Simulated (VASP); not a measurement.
# InSb3 (Fm-3m) in VASP: a series of runs, part 2 of 2

VASP 6.6.1.

## 5. Single point, PBEsol

This run uses another cell than the first one, of 25.82 Å³/atom.

Contents of INCAR:

```
ALGO = Normal
EDIFF = 1E-7
ENCUT = 520
GGA = PS
ISIF = 2
ISMEAR = 0
LASPH = True
LCHARG = False
LREAL = False
LWAVE = False
NBANDS = 22
NELM = 100
PREC = Accurate
SIGMA = 0.1
```

Contents of KPOINTS:

```
k-points
0
Gamma
  10 10 10
```

Contents of POSCAR:

```
InSb3
1.0
    0.0000000000      3.7238842498      3.7238842498
    3.7238842498      0.0000000000      3.7238842498
    3.7238842498      3.7238842498      0.0000000000
In Sb
1 3
Direct
    0.0000000000      0.0000000000      0.0000000000
    0.2500000000      0.2500000000      0.2500000000
    0.7500000000      0.7500000000      0.7500000000
    0.5000000000      0.5000000000      0.5000000000
```

Potentials or basis: VASP PAW PBE potentials, release 64 (In_d, Sb).

Command:

```sh
$ cat potpaw_PBE.64/In_d/POTCAR potpaw_PBE.64/Sb/POTCAR > POTCAR
$ mpirun -np 1 vasp_std > vasp.out
```

OUTCAR:

```text
EDIFF = 1E-7
   ENCUT = 520
   GGA = PS
   ISIF = 2
   ISMEAR = 0
   LASPH = True
   LREAL = False
   NELM = 100
   PREC = Accurate

 ion  position               nearest neighbor table
   1  0.000  0.000  0.000-   3 3.22   3 3.22   3 3.22   2 3.22   2 3.22   2 3.22   3 3.22   2 3.22
                             4 3.72   4 3.72   4 3.72   4 3.72   4 3.72   4 3.72
   2  0.250  0.250  0.250-   1 3.22   1 3.22   1 3.22   4 3.22   4 3.22   4 3.22   4 3.22   1 3.22
                             3 3.72   3 3.72   3 3.72   3 3.72   3 3.72   3 3.72
   3  0.750  0.750  0.750-   4 3.22   4 3.22   4 3.22   1 3.22   1 3.22   1 3.22   4 3.22   1 3.22
                             2 3.72   2 3.72   2 3.72   2 3.72   2 3.72   2 3.72
   4  0.500  0.500  0.500-   2 3.22   2 3.22   2 3.22   3 3.22   3 3.22   3 3.22   3 3.22   2 3.22
                             1 3.72   1 3.72   1 3.72   1 3.72   1 3.72   1 3.72

  LATTYP: Found a face centered cubic cell.
 ALAT       =     7.4477684996

  Lattice vectors:

 A1 = (   0.0000000000,   3.7238842498,   3.7238842498)
 A2 = (   3.7238842498,   0.0000000000,   3.7238842498)
 A3 = (   3.7238842498,   3.7238842498,   0.0000000000)

Analysis of symmetry for initial positions (statically):
=====================================================================
 Subroutine PRICEL returns:
 Original cell was already a primitive cell.

 Routine SETGRP: Setting up the symmetry group for a
 face centered cubic supercell.

 Subroutine GETGRP returns: Found 48 space group operations
 (whereof 48 operations were pure point group operations)
 out of a pool of 48 trial point group operations.

The static configuration has the point symmetry O_h .

Analysis of symmetry for dynamics (positions and initial velocities):
=====================================================================
 Subroutine PRICEL returns:
 Original cell was already a primitive cell.

 Routine SETGRP: Setting up the symmetry group for a
 face centered cubic supercell.

[... 121 lines left out ...]
   EMIN   =  10.00;   EMAX   =-10.00  energy-range for DOS
   EFERMI =   0.00;   METHOD = LEGACY
   ISMEAR =     0;   SIGMA  =   0.10  broadening in eV -4-tet -1-fermi 0-gaus
   EFERMI_NEDOS =   21; number of points for ismear=-14 and -15
   IALGO  =     38    algorithm
   IMIX   =      4    mixing-type and parameters
     AMIX     =   0.40;   BMIX     =  1.00
     AMIX_MAG =   1.60;   BMIX_MAG =  1.00
  volume/ion in A,a.u.               =      25.82       174.24
  Fermi-wavevector in a.u.,A,eV,Ry     =   1.059550  2.002259 15.274520  1.122646
  Thomas-Fermi vector in A             =   2.194899
   LORBIT       =      0    0 simple, 1 ext, 2 COOP (PROOUT), +10 PAW based schemes
   GGA     = PS    functional components
   LHFCALC =     F    Hartree Fock is set to
   AEXX    =    0.0000 exact exchange contribution
   IVDW    =     0    specifies the selected vdW correction
   LEPSILON=     F    determine dielectric tensor
   LRPA    =     F    only Hartree local field effects (RPA)
 non-spin polarized calculation
 Gauss-broadening in eV      SIGMA  =   0.10
  energy-cutoff  :      520.00
  volume of cell :      103.28
 maximum number of plane-waves:      2812
   NGX = 19   NGY = 19   NGZ = 19

 number of electron      28.0000005 magnetization

 Free energy of the ion-electron system (eV)
  ---------------------------------------------------
  ext. energy  EPLUGINS =         0.00000000
  ---------------------------------------------------
  free energy    TOTEN  =       -16.16620021 eV

  energy without entropy =      -16.15813665  energy(sigma->0) =      -16.16216843

 E-fermi :   8.5014     XC(G=0): -10.5050

 val. band max:        8.4937352114   @ k =  -0.3000   0.1000   0.0000
 cond. band min:       8.5616183619   @ k =   0.5000   0.0000   0.0000
 fundamental gap:      0.0678831505
 Fermi energy:         8.5014198623

 k-point     1 :       0.0000    0.0000    0.0000
  band No.  band energies     occupation
      1      -5.9239      2.00000
      2      -5.9239      2.00000
      3      -5.9239      2.00000
      4      -5.8844      2.00000
      5      -5.8844      2.00000
      6      -4.1269      2.00000
[... 589 lines left out ...]
     21      13.1446      0.00000
     22      13.3352      0.00000

 [... further k-points ...]
[... 5 lines left out ...]
  --------------------------------------------------------------------------------------
  -------------------------------------------------------------------------------------
  Total       -0.0015969     -0.0015969     -0.0015969      0.0000000      0.0000000      0.0000000
  in kB       -0.0247722     -0.0247722     -0.0247722      0.0000000      0.0000000      0.0000000
  external PRESSURE =      -0.0247722 kB  Pullay stress =       0.0000000 kB

 VOLUME and BASIS-vectors are now :
 -----------------------------------------------------------------------------
  energy-cutoff  :      520.00
  volume of cell :      103.28
      direct lattice vectors                 reciprocal lattice vectors
     0.000000000  3.723884250  3.723884250    -0.134268405  0.134268405  0.134268405
     3.723884250  0.000000000  3.723884250     0.134268405 -0.134268405  0.134268405
     3.723884250  3.723884250  0.000000000     0.134268405  0.134268405 -0.134268405

 POSITION                                       TOTAL-FORCE (eV/Angst)
 -----------------------------------------------------------------------------------
      0.00000      0.00000      0.00000         0.000000      0.000000     -0.000000
      1.86194      1.86194      1.86194         0.000000      0.000000      0.000000
      5.58583      5.58583      5.58583        -0.000000     -0.000000     -0.000000
      3.72388      3.72388      3.72388         0.000000      0.000000     -0.000000
 -----------------------------------------------------------------------------------
    total drift:                               -0.000000      0.000000      0.000000

  FREE ENERGIE OF THE ION-ELECTRON SYSTEM (eV)
  ---------------------------------------------------
  free  energy   TOTEN  =       -16.1662002101 eV

  energy  without entropy=      -16.1581366542  energy(sigma->0) =      -16.16216843
```

Wall time 1.9 min (1 thread of Intel Xeon 8259CL, shared host); peak memory 0.3 GiB.

What came out:

* Free energy: -16.1662 eV
* Pressure: 0.0 GPa
* Band gap on the k mesh: zero (bands 14 and 15 overlap by 3.33 eV)

Caveat: the PAW data sets were made with another functional, which shifts forces and pressure a little; spin-orbit coupling is left out, which moves the levels of the heavy elements.

## 6. Single point, PBEsol (26.59 Å³/atom)

This run uses another cell than the first one, of 26.59 Å³/atom.

Contents of INCAR:

```
SYSTEM = InSb3
PREC = Accurate
ENCUT = 520
EDIFF = 1E-6
ISMEAR = 0
SIGMA = 0.1
LREAL = .FALSE.
LASPH = .TRUE.
NELM = 60
ALGO = Normal
ISIF = 2
LWAVE = .FALSE.
LCHARG = .TRUE.
GGA = PS
LELF = .TRUE.
LVHAR = .TRUE.
NBANDS = 22
```

Contents of KPOINTS:

```
regular mesh
0
G
  10 10 10
  0 0 0
```

Contents of POSCAR:

```
InSb3
1.0
    0.0000000000      3.7607567889      3.7607567889
    3.7607567889      0.0000000000      3.7607567889
    3.7607567889      3.7607567889      0.0000000000
In Sb
1 3
Direct
    0.0000000000      0.0000000000      0.0000000000
    0.2500000000      0.2500000000      0.2500000000
    0.7500000000      0.7500000000      0.7500000000
    0.5000000000      0.5000000000      0.5000000000
```

Potentials or basis: VASP PAW PBE potentials, release 64 (In_d, Sb).

Command:

```sh
$ cat potpaw_PBE.64/In_d/POTCAR potpaw_PBE.64/Sb/POTCAR > POTCAR
$ mpirun -np 1 vasp_std > vasp.out
```

OUTCAR:

```text
SYSTEM = InSb3
   PREC = Accurate
   ENCUT = 520
   EDIFF = 1E-6
   ISMEAR = 0
   LREAL = .FALSE.
   LASPH = .TRUE.
   NELM = 60
   ISIF = 2
   GGA = PS

 ion  position               nearest neighbor table
   1  0.000  0.000  0.000-   3 3.26   3 3.26   3 3.26   2 3.26   3 3.26   2 3.26   2 3.26   2 3.26
                             4 3.76   4 3.76   4 3.76   4 3.76   4 3.76   4 3.76
   2  0.250  0.250  0.250-   1 3.26   1 3.26   1 3.26   1 3.26   4 3.26   4 3.26   4 3.26   4 3.26
                             3 3.76   3 3.76   3 3.76   3 3.76   3 3.76   3 3.76
   3  0.750  0.750  0.750-   4 3.26   4 3.26   4 3.26   1 3.26   4 3.26   1 3.26   1 3.26   1 3.26
                             2 3.76   2 3.76   2 3.76   2 3.76   2 3.76   2 3.76
   4  0.500  0.500  0.500-   2 3.26   2 3.26   2 3.26   2 3.26   3 3.26   3 3.26   3 3.26   3 3.26
                             1 3.76   1 3.76   1 3.76   1 3.76   1 3.76   1 3.76

  LATTYP: Found a face centered cubic cell.
 ALAT       =     7.5215135778

  Lattice vectors:

 A1 = (   0.0000000000,   3.7607567889,   3.7607567889)
 A2 = (   3.7607567889,   0.0000000000,   3.7607567889)
 A3 = (   3.7607567889,   3.7607567889,   0.0000000000)

Analysis of symmetry for initial positions (statically):
=====================================================================
 Subroutine PRICEL returns:
[... 174 lines left out ...]

 E-fermi :   8.1295     XC(G=0): -10.3729

 val. band max:        8.1186612370   @ k =   0.5000   0.0000   0.0000
 cond. band min:       8.1511525687   @ k =  -0.3000   0.1000   0.0000
 fundamental gap:      0.0324913317
 Fermi energy:         8.1295123475

 k-point     1 :       0.0000    0.0000    0.0000
  band No.  band energies     occupation
      1      -6.2751      2.00000
      2      -6.2751      2.00000
      3      -6.2751      2.00000
      4      -6.2396      2.00000
      5      -6.2396      2.00000
      6      -4.2839      2.00000
[... 589 lines left out ...]
     21      12.6623      0.00000
     22      12.9685      0.00000

 [... further k-points ...]
[... 5 lines left out ...]
  --------------------------------------------------------------------------------------
  -------------------------------------------------------------------------------------
  Total       -1.1412788     -1.1412788     -1.1412788      0.0000000      0.0000000      0.0000000
  in kB      -17.1888408    -17.1888408    -17.1888408      0.0000000      0.0000000      0.0000000
  external PRESSURE =     -17.1888408 kB  Pullay stress =       0.0000000 kB

 VOLUME and BASIS-vectors are now :
 -----------------------------------------------------------------------------
  energy-cutoff  :      520.00
  volume of cell :      106.38
      direct lattice vectors                 reciprocal lattice vectors
     0.000000000  3.760756789  3.760756789    -0.132951964  0.132951964  0.132951964
     3.760756789  0.000000000  3.760756789     0.132951964 -0.132951964  0.132951964
     3.760756789  3.760756789  0.000000000     0.132951964  0.132951964 -0.132951964

 POSITION                                       TOTAL-FORCE (eV/Angst)
 -----------------------------------------------------------------------------------
      0.00000      0.00000      0.00000         0.000000      0.000000      0.000000
      1.88038      1.88038      1.88038         0.000000      0.000000      0.000000
      5.64114      5.64114      5.64114        -0.000000     -0.000000     -0.000000
      3.76076      3.76076      3.76076         0.000000      0.000000      0.000000
 -----------------------------------------------------------------------------------
    total drift:                               -0.000000      0.000000      0.000000

  FREE ENERGIE OF THE ION-ELECTRON SYSTEM (eV)
  ---------------------------------------------------
  free  energy   TOTEN  =       -16.1493847951 eV

  energy  without entropy=      -16.1405433055  energy(sigma->0) =      -16.14496405
```

Run time: 1.9 min. Hardware: 1 thread of Intel Xeon 8259CL, shared host; peak memory 0.3 GiB.

What came out:

```
Free energy            : -16.1494 eV
Pressure               : -1.7 GPa
Band gap on the k mesh : zero (bands 14 and 15 overlap by 3.40 eV)
```

Caveat: the PAW data sets were made with another functional, which shifts forces and pressure a little; spin-orbit coupling is left out, which moves the levels of the heavy elements.

## 7. Overview

| cell | k mesh | gap on the mesh (eV) | pressure (GPa) |
| --- | --- | --- | --- |
| a = 5.366 Å, angles 60.0°, 4 atoms | 4 × 4 × 4 | none | -4.3 |
| a = 5.159 Å, angles 60.0°, 4 atoms | 10 × 10 × 10 | none | 4.5 |
| a = 5.213 Å, angles 60.0°, 4 atoms | 10 × 10 × 10 | none | 2.0 |
| a = 5.266 Å, angles 60.0°, 4 atoms | 10 × 10 × 10 | none | 0.0 |
| a = 5.319 Å, angles 60.0°, 4 atoms | 10 × 10 × 10 | none | -1.7 |

Alike in all rows: task single point; level PBEsol; potentials or basis VASP PAW PBE potentials, release 64 (In_d, Sb); no spin polarisation; cutoff (eV) 520; smearing gaussian 0.1 eV.

Caveats: the PAW data sets were made with another functional, which shifts forces and pressure a little; spin-orbit coupling is left out, which moves the levels of the heavy elements; the cell stands under tension (at least some runs); the cell stands under pressure (at least some runs).

Total energies depend on the potentials used, so only differences within one code and one set of settings carry meaning.

The gap in the log of VASP goes by the Fermi energy; the results here count the filled bands.